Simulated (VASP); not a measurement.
# B4Te (P-1) in VASP: a series of runs

Runs on B4Te. Level: PBE. Tasks: single point.

Program: VASP 6.6.1. These are calculated values, not measurements. Logs are shortened: lines on timing, memory, paths and dates and some standing lists are left out, and cuts for length are marked.

### Step 1. The cell of the first run

The typed cell holds 5 atoms: a = 3.254 Å, b = 3.980 Å, c = 5.125 Å, α = 75.12°, β = 71.57°, γ = 89.90°.

### Step 2. Single point, PBE

Contents of INCAR:

```
SYSTEM = B4Te
PREC = Accurate
ENCUT = 520
EDIFF = 1E-7
ISMEAR = 0
SIGMA = 0.1
LREAL = .FALSE.
LASPH = .TRUE.
NELM = 80
ALGO = Normal
ISIF = 2
LWAVE = .FALSE.
LCHARG = .FALSE.
GGA = PE
NBANDS = 17
```

Contents of KPOINTS:

```
Automatic mesh
0
G
  6 4 4
  0 0 0
```

Contents of POSCAR:

```
B4Te
1.0
    3.2543243000      0.0000000000      0.0000000000
    0.0068506700      3.9799468700      0.0000000000
    1.6199770900      1.3132367800      4.6814700200
B Te
4 1
Direct
    0.8888540300      0.6072760200      0.7080580000
    0.2926819900      0.2066040000      0.8889120200
    0.7073180100      0.7933960000      0.1110879800
    0.1111459700      0.3927239800      0.2919420000
    0.5000000000      0.0000000000      0.5000000000
```

Potentials or basis: VASP PAW PBE potentials, release 64 (B, Te).

The run is started by

```
> cat potpaw_PBE.64/B/POTCAR potpaw_PBE.64/Te/POTCAR > POTCAR
> mpirun -np 1 vasp_std > vasp.out
```

OUTCAR:

```text
SYSTEM = B4Te
   PREC = Accurate
   ENCUT = 520
   EDIFF = 1E-7
   ISMEAR = 0
   LREAL = .FALSE.
   LASPH = .TRUE.
   NELM = 80
   ISIF = 2
   GGA = PE

 ion  position               nearest neighbor table
   1  0.889  0.607  0.708-   5 2.27   5 2.31
   2  0.293  0.207  0.889-   5 2.26
   3  0.707  0.793  0.111-   5 2.26
   4  0.111  0.393  0.292-   5 2.27   5 2.31
   5  0.500  0.000  0.500-   2 2.26   3 2.26   1 2.27   4 2.27   4 2.31   1 2.31

  LATTYP: Found a triclinic cell.
 ALAT       =     3.2543243000
 B/A-ratio  =     3.5296986340
 C/A-ratio  =     1.5810991959
 COS(alpha) =     0.0001835167
 COS(beta)  =     0.6338028000
 COS(gamma) =     0.7064574666

  Lattice vectors:

 A1 = (  -3.2543243000,   0.0000000000,   0.0000000000)
 A2 = (  -8.1149243500,   6.6466569600,  -4.6814700200)
 A3 = (  -3.2611749700,  -3.9799468700,   0.0000000000)

Analysis of symmetry for initial positions (statically):
=====================================================================
 Subroutine PRICEL returns:
 Original cell was already a primitive cell.

 Routine SETGRP: Setting up the symmetry group for a
 triclinic supercell.

 Subroutine GETGRP returns: Found  2 space group operations
 (whereof  2 operations were pure point group operations)
 out of a pool of  2 trial point group operations.

The static configuration has the point symmetry S_2 .

Analysis of symmetry for dynamics (positions and initial velocities):
=====================================================================
 Subroutine PRICEL returns:
 Original cell was already a primitive cell.

 Routine SETGRP: Setting up the symmetry group for a
 triclinic supercell.

 Subroutine GETGRP returns: Found  2 space group operations
 (whereof  2 operations were pure point group operations)
 out of a pool of  2 trial point group operations.

The dynamic configuration has the point symmetry S_2 .

 Subroutine INISYM returns: Found  2 space group operations
 (whereof  2 operations are pure point group operations),
 and found     1 'primitive' translations

----------------------------------------------------------------------------------------

                                     Primitive cell

  volume of cell :      60.6346

  direct lattice vectors                    reciprocal lattice vectors
     3.254324300  0.000000000  0.000000000     0.307283451 -0.000528926 -0.106184071
     0.006850670  3.979946870  0.000000000     0.000000000  0.251259636 -0.070482860
     1.619977090  1.313236780  4.681470020     0.000000000  0.000000000  0.213608118

  length of vectors
     3.254324300  3.979952766  5.124946650     0.325112989  0.260958307  0.213608118

  position of ions in fractional coordinates (direct lattice)
     0.888854030  0.607276020  0.708058000
     0.292681990  0.206604000  0.888912020
     0.707318010  0.793396000  0.111087980
     0.111145970  0.392723980  0.291942000
     0.500000000  0.000000000  0.500000000

  ion indices of the primitive-cell ions
   primitive index   ion index
                 1           1
                 2           2
                 3           3
                 4           4
                 5           5

----------------------------------------------------------------------------------------

 KPOINTS: Automatic mesh

Automatic generation of k-mesh.
 Grid dimensions read from file:
 generate k-points for:    6    4    4

 Generating k-lattice:

  Cartesian coordinates                     Fractional coordinates (reciprocal lattice)
     0.051213908 -0.000088154 -0.017697345     0.166666667  0.000000000  0.000000000
     0.000000000  0.062814909 -0.017620715     0.000000000  0.250000000  0.000000000
     0.000000000  0.000000000  0.053402029     0.000000000  0.000000000  0.250000000

  Length of vectors
     0.054185498  0.065239577  0.053402029

  Shift w.r.t. Gamma in fractional coordinates (k-lattice)
     0.000000000  0.000000000  0.000000000

 Subroutine IBZKPT returns following result:
 ===========================================

 Found     52 irreducible k-points:

 Following reciprocal coordinates:
            Coordinates               Weight
  0.000000  0.000000  0.000000      1.000000
  0.166667  0.000000 -0.000000      2.000000
  0.333333 -0.000000  0.000000      2.000000
  0.500000 -0.000000  0.000000      1.000000
  0.000000  0.250000  0.000000      2.000000
  0.166667  0.250000  0.000000      2.000000
[... 16 lines left out ...]
  0.333333  0.250000  0.250000      2.000000
  0.500000  0.250000  0.250000      2.000000
 [... further k-points ...]
   k-points           NKPTS =     52   k-points in BZ     NKDIM =     52   number of bands    NBANDS=     17
   number of dos      NEDOS =    301   number of ions     NIONS =      5
   total plane-waves  NPLWV =  28800
   dimension x,y,z NGX =    24 NGY =   30 NGZ =   40
   dimension x,y,z NGXF=    48 NGYF=   60 NGZF=   80
   ions per type =               4   1
   NGX,Y,Z   is equivalent  to a cutoff of  12.26, 12.53, 12.98 a.u.
   NGXF,Y,Z  is equivalent  to a cutoff of  24.52, 25.06, 25.95 a.u.
 SYSTEM =  B4Te
   PREC   = accura    normal or accurate (medium, high low for compatibility)
   ISTART =      0    job   : 0-new  1-cont  2-samecut
   ICHARG =      2    charge: 1-file 2-atom 10-const
   ISPIN  =      1    spin polarized calculation?
   LNONCOLLINEAR =      F non collinear calculations
   LSORBIT =      F    spin-orbit coupling
   LASPH  =      T    aspherical Exc in radial PAW
   ENCUT  =  520.0 eV  38.22 Ry    6.18 a.u.   6.05  7.40  9.53*2*pi/ulx,y,z
   NELM   =     80;   NELMIN=  2; NELMDL= -5     # of ELM steps
   EDIFF  = 0.1E-06   stopping-criterion for ELM
   LREAL  =      F    real-space projection
   EDIFFG = 0.1E-05   stopping-criterion for IOM
   NSW    =      0    number of steps for IOM
   IBRION =     -1    ionic relax: 0-MD 1-quasi-New 2-CG
   NFREE  =      0    steps in history (QN), initial steepest desc. (CG)
   ISIF   =      2    stress and relaxation
   ISYM   =      2    0-nonsym 1-usesym 2-fastsym
   POTIM  = 0.5000    time-step for ionic-motion
   TEBEG  =    0.0;   TEEND  =   0.0 temperature during run
   PSTRESS=    0.0 pullay stress
   NELECT =      18.0000    total number of electrons
   NUPDOWN=      -1.0000    fix difference up-down
   EMIN   =  10.00;   EMAX   =-10.00  energy-range for DOS
   EFERMI =   0.00;   METHOD = LEGACY
   ISMEAR =     0;   SIGMA  =   0.10  broadening in eV -4-tet -1-fermi 0-gaus
   EFERMI_NEDOS =   21; number of points for ismear=-14 and -15
   IALGO  =     38    algorithm
   IMIX   =      4    mixing-type and parameters
     AMIX     =   0.40;   BMIX     =  1.00
     AMIX_MAG =   1.60;   BMIX_MAG =  1.00
  volume/ion in A,a.u.               =      12.13        81.84
  Fermi-wavevector in a.u.,A,eV,Ry     =   1.092091  2.063753 16.227166  1.192663
  Thomas-Fermi vector in A             =   2.228350
   LORBIT       =      0    0 simple, 1 ext, 2 COOP (PROOUT), +10 PAW based schemes
   GGA     = PE    functional components
   LHFCALC =     F    Hartree Fock is set to
   AEXX    =    0.0000 exact exchange contribution
   IVDW    =     0    specifies the selected vdW correction
   LEPSILON=     F    determine dielectric tensor
   LRPA    =     F    only Hartree local field effects (RPA)
 non-spin polarized calculation
 Gauss-broadening in eV      SIGMA  =   0.10
  energy-cutoff  :      520.00
  volume of cell :       60.63
 maximum number of plane-waves:      1653
   NGX = 13   NGY = 15   NGZ = 19

 number of electron      18.0000000 magnetization

 Free energy of the ion-electron system (eV)
  ---------------------------------------------------
  ext. energy  EPLUGINS =         0.00000000
  ---------------------------------------------------
  free energy    TOTEN  =       -20.94829891 eV

  energy without entropy =      -20.93614195  energy(sigma->0) =      -20.94222043

 E-fermi :   6.8900     XC(G=0): -10.9824

 val. band max:        6.8892344881   @ k =   0.5000   0.2500  -0.0000
 cond. band min:       6.8994624116   @ k =   0.0000   0.0000   0.2500
 fundamental gap:      0.0102279235
 Fermi energy:         6.8900209817

 k-point     1 :       0.0000    0.0000    0.0000
  band No.  band energies     occupation
      1      -8.5540      2.00000
      2      -1.2196      2.00000
      3      -0.8189      2.00000
      4       0.9077      2.00000
      5       2.4433      2.00000
      6       4.2367      2.00000
[... 9 lines left out ...]
     16      14.1108      0.00000
     17      14.3655      0.00000

 k-point     2 :       0.1667    0.0000   -0.0000
  band No.  band energies     occupation
      1      -8.1822      2.00000
      2      -1.5664      2.00000
      3       0.1616      2.00000
      4       1.1604      2.00000
      5       1.5954      2.00000
      6       3.1746      2.00000
[... 9 lines left out ...]
     16      14.1514      0.00000
     17      14.8228      0.00000

 k-point     3 :       0.3333   -0.0000    0.0000
  band No.  band energies     occupation
      1      -7.1333      2.00000
      2      -1.8355      2.00000
      3      -1.0484      2.00000
      4       1.2701      2.00000
      5       2.0867      2.00000
      6       2.7255      2.00000
[... 9 lines left out ...]
     16      12.9344      0.00000
     17      14.7222      0.00000

 k-point     4 :       0.5000   -0.0000    0.0000
  band No.  band energies     occupation
      1      -6.1474      2.00000
      2      -3.3455      2.00000
      3      -0.6842      2.00000
      4       0.3380      2.00000
      5       2.9225      2.00000
      6       4.0334      2.00000
[... 9 lines left out ...]
     16      11.7030      0.00000
     17      14.8308      0.00000

 k-point     5 :       0.0000    0.2500    0.0000
  band No.  band energies     occupation
      1      -8.1593      2.00000
      2      -2.4224      2.00000
      3      -0.9417      2.00000
      4       0.3824      2.00000
      5       1.9291      2.00000
      6       4.7747      2.00000
[... 9 lines left out ...]
     16      13.4648      0.00000
     17      14.3846      0.00000

 k-point     6 :       0.1667    0.2500    0.0000
  band No.  band energies     occupation
      1      -7.7585      2.00000
      2      -2.3278      2.00000
      3      -1.2214      2.00000
      4       1.5368      2.00000
      5       1.8742      2.00000
      6       3.0817      2.00000
[... 9 lines left out ...]
     16      14.2838      0.00000
     17      14.6863      0.00000

 k-point     7 :       0.3333    0.2500    0.0000
  band No.  band energies     occupation
      1      -6.7000      2.00000
      2      -1.7806      2.00000
      3      -1.0448      2.00000
      4      -0.7266      2.00000
      5       2.6656      2.00000
      6       3.3813      2.00000
[... 9 lines left out ...]
     16      14.5991      0.00000
     17      15.3129      0.00000

 k-point     8 :       0.5000    0.2500   -0.0000
  band No.  band energies     occupation
      1      -5.7979      2.00000
      2      -2.8807      2.00000
      3      -0.4384      2.00000
      4       0.1893      2.00000
      5       1.5569      2.00000
      6       1.9824      2.00000
[... 9 lines left out ...]
     16      14.2374      0.00000
     17      14.2801      0.00000
[... 203 lines left out ...]
      1      -6.8950      2.00000
      2      -2.7451      2.00000
      3      -1.7990      2.00000
      4       1.7437      2.00000
      5       3.0249      2.00000
      6       3.6168      2.00000
[... 9 lines left out ...]
     16      12.9672      0.00000
     17      13.8258      0.00000

 k-point    20 :      -0.1667   -0.0000    0.2500
  band No.  band energies     occupation
      1      -7.9383      2.00000
      2      -3.3959      2.00000
      3       0.9224      2.00000
      4       1.1730      2.00000
      5       2.2039      2.00000
      6       3.7537      2.00000
[... 9 lines left out ...]
     16      13.4046      0.00000
     17      14.2143      0.00000

 k-point    21 :       0.0000    0.2500    0.2500
  band No.  band energies     occupation
      1      -8.0933      2.00000
      2      -2.3824      2.00000
      3      -1.5936      2.00000
      4       0.5120      2.00000
      5       2.0234      2.00000
      6       4.7214      2.00000
[... 9 lines left out ...]
     16      13.6717      0.00000
     17      14.1707      0.00000

 k-point    22 :       0.1667    0.2500    0.2500
  band No.  band energies     occupation
      1      -7.8014      2.00000
      2      -1.7690      2.00000
      3      -1.0009      2.00000
      4       0.9842      2.00000
      5       1.3025      2.00000
      6       2.3206      2.00000
[... 9 lines left out ...]
     16      13.8195      0.00000
     17      14.4142      0.00000

 k-point    23 :       0.3333    0.2500    0.2500
  band No.  band energies     occupation
      1      -6.8334      2.00000
      2      -1.2849      2.00000
      3      -0.4990      2.00000
      4       0.2432      2.00000
      5       1.2866      2.00000
      6       2.2083      2.00000
[... 9 lines left out ...]
     16      14.1158      0.00000
     17      14.7022      0.00000

 k-point    24 :       0.5000    0.2500    0.2500
  band No.  band energies     occupation
      1      -5.8033      2.00000
      2      -2.8240      2.00000
      3      -0.7248      2.00000
      4       0.5066      2.00000
      5       1.2218      2.00000
      6       2.5694      2.00000
[... 9 lines left out ...]
     16      14.1385      0.00000
     17      14.3026      0.00000

 [... further k-points ...]
[... 5 lines left out ...]
  --------------------------------------------------------------------------------------
  -------------------------------------------------------------------------------------
  Total       -3.9904676     -4.0812348     -4.0724773     -0.2288289      0.3228755      0.1885558
  in kB     -105.4420930   -107.8404807   -107.6090770     -6.0464578      8.5314989      4.9823034
  external PRESSURE =    -106.9638836 kB  Pullay stress =       0.0000000 kB

 VOLUME and BASIS-vectors are now :
 -----------------------------------------------------------------------------
  energy-cutoff  :      520.00
  volume of cell :       60.63
      direct lattice vectors                 reciprocal lattice vectors
     3.254324300  0.000000000  0.000000000     0.307283451 -0.000528926 -0.106184071
     0.006850670  3.979946870  0.000000000     0.000000000  0.251259636 -0.070482860
     1.619977090  1.313236780  4.681470020     0.000000000  0.000000000  0.213608118

 POSITION                                       TOTAL-FORCE (eV/Angst)
 -----------------------------------------------------------------------------------
      4.04382      3.34677      3.31475         0.199362     -1.841074      1.981200
      2.39391      1.98962      4.16141        -0.230357      1.419574      1.687044
      2.48724      3.30356      0.52006         0.230357     -1.419574     -1.687044
      0.83733      1.94641      1.36672        -0.199362      1.841074     -1.981200
      2.43715      0.65662      2.34074        -0.000000      0.000000      0.000000
 -----------------------------------------------------------------------------------
    total drift:                               -0.000000      0.000000     -0.000000

  FREE ENERGIE OF THE ION-ELECTRON SYSTEM (eV)
  ---------------------------------------------------
  free  energy   TOTEN  =       -20.9482989138 eV

  energy  without entropy=      -20.9361419484  energy(sigma->0) =      -20.94222043
```

Wall time 39 s (1 thread of Oxide Virtual Turin-like, shared host); peak memory 0.16 GiB.

Results:

```
Free energy            : -20.9483 eV
Pressure               : -10.7 GPa
Largest force          : 2.712 eV/Å
Band gap on the k mesh : zero (band 9 reaches 7.88 eV, above the bottom of band 10 at 5.76 eV)
```

Forces in eV/Å, atoms in the order of the input:
```
B    0.199 -1.841  1.981
B   -0.230  1.420  1.687
B    0.230 -1.420 -1.687
B   -0.199  1.841 -1.981
Te   0.000  0.000  0.000
```

Levels at points of the mesh, in eV from the Fermi level:
```
           k point  band 6  band 7  band 8  band 9  band 10  band 11  band 12  band 13
(0.00, 0.00, 0.00)   -2.65   -2.44   -2.28   -0.50     0.63     1.25     4.41     5.38
(0.50, 0.00, 0.00)   -2.86   -2.16   -2.00   -1.79    -0.21    -0.15     2.10     3.22
(0.00, 0.50, 0.00)   -3.35   -1.47    0.33    0.99     1.13     2.33     2.39     3.93
(0.50, 0.50, 0.00)   -5.54   -3.44   -2.90   -2.07    -1.13     2.51     3.16     5.22
(0.00, 0.00, 0.50)   -2.69   -1.87   -1.12   -0.26     2.06     2.43     2.75     2.82
(0.50, 0.00, 0.50)   -2.86   -2.15   -2.02   -1.77    -0.30     0.07     2.15     3.11
(0.00, 0.50, 0.50)   -1.09   -1.02   -0.06    0.76     0.96     1.22     1.60     2.66
(0.50, 0.50, 0.50)   -5.72   -3.49   -2.97   -1.97    -1.09     2.31     3.44     5.18
```

Caveat: the k points lie up to 0.41 Å⁻¹ apart; spin-orbit coupling is left out, which moves the levels of the heavy elements; forces of over 1 eV/Å act on the atoms, so gaps and moduli don't describe the material at rest.

### Step 3. Single point, PBE

This run uses another cell than the first one, of 13.87 Å³/atom, 1.144 times its volume.

Contents of INCAR:

```
SYSTEM = B4Te
ALGO = Normal
EDIFF = 1E-6
ENCUT = 520
GGA = PE
ISIF = 2
ISMEAR = 0
LASPH = .True.
LCHARG = .True.
LELF = .True.
LREAL = .False.
LVHAR = .True.
LWAVE = .False.
NBANDS = 17
NELM = 60
PREC = Accurate
SIGMA = 0.1
```

Contents of KPOINTS:

```
k-points
0
Gamma
  14 10 8
  0 0 0
```

Contents of POSCAR:

```
B4Te
1.0
    2.9157411171     -0.0052013986      0.0460941996
   -1.4497385464      4.2289459914      0.0918505924
   -0.0981592193     -0.8001353215      5.6034528016
B Te
4 1
Direct
    0.7056864368      0.4113669179      0.9814397961
    0.0932034033      0.1860757063      0.9627001280
    0.9067965967      0.8139242937      0.0372998720
    0.2943135632      0.5886330821      0.0185602039
    0.0000000000      0.0000000000      0.5000000000
```

Potentials or basis: VASP PAW PBE potentials, release 64 (B, Te).

The run is started by

```
> cat potpaw_PBE.64/B/POTCAR potpaw_PBE.64/Te/POTCAR > POTCAR
> mpirun -np 1 vasp_std > vasp.out
```

Wall time 14 min (1 thread of Oxide Virtual Turin-like, shared host); peak memory 0.62 GiB.

It converged, with:

```yaml
Free_energy: -28.1748 eV
Pressure: 0.0 GPa
Largest_force: 0.011 eV/Å
Band_gap_on_the_k_mesh: zero (band 9 reaches 7.56 eV, above the bottom of band 10 at 3.53 eV)
```

Forces in eV/Å, atoms in the order of the input:
```
B    0.000 -0.010 -0.002
B    0.000 -0.011  0.000
B    0.000  0.011  0.000
B    0.000  0.010  0.002
Te   0.000  0.000  0.000
```

Stress tensor (GPa, compression positive):
```
-0.03  0.00  0.00
 0.00  0.04  0.02
 0.00  0.02 -0.05
```

Levels at points of the mesh, in eV from the Fermi level:
| k point | band 5 | band 6 | band 7 | band 8 | band 9 | band 10 | band 11 | band 12 | band 13 | band 14 |
| --- | --- | --- | --- | --- | --- | --- | --- | --- | --- | --- |
| (0.00, 0.00, 0.00) | -6.33 | -4.71 | -1.57 | -0.57 | 0.61 | 1.19 | 4.13 | 4.57 | 5.15 | 5.37 |
| (0.50, 0.00, 0.00) | -5.55 | -4.60 | -3.63 | -3.63 | -0.43 | -0.07 | 1.08 | 3.62 | 5.21 | 5.45 |
| (0.00, 0.50, 0.00) | -5.11 | -4.79 | -3.37 | -2.39 | 2.28 | 3.06 | 3.84 | 4.61 | 5.15 | 6.93 |
| (0.50, 0.50, 0.00) | -5.56 | -4.60 | -3.63 | -3.61 | -0.43 | -0.08 | 1.09 | 3.62 | 5.21 | 5.46 |
| (0.00, 0.00, 0.50) | -4.71 | -4.55 | -2.76 | -1.35 | 0.69 | 2.08 | 3.37 | 4.87 | 5.13 | 5.59 |
| (0.50, 0.00, 0.50) | -6.25 | -5.38 | -3.47 | -1.71 | -0.85 | 0.48 | 1.54 | 2.08 | 5.15 | 6.19 |
| (0.00, 0.50, 0.50) | -5.10 | -3.09 | -2.09 | -1.34 | -0.34 | 2.26 | 2.94 | 4.88 | 5.22 | 5.25 |
| (0.50, 0.50, 0.50) | -6.26 | -5.38 | -3.46 | -1.70 | -0.85 | 0.48 | 1.53 | 2.07 | 5.16 | 6.20 |

Caveat: spin-orbit coupling is left out, which moves the levels of the heavy elements.
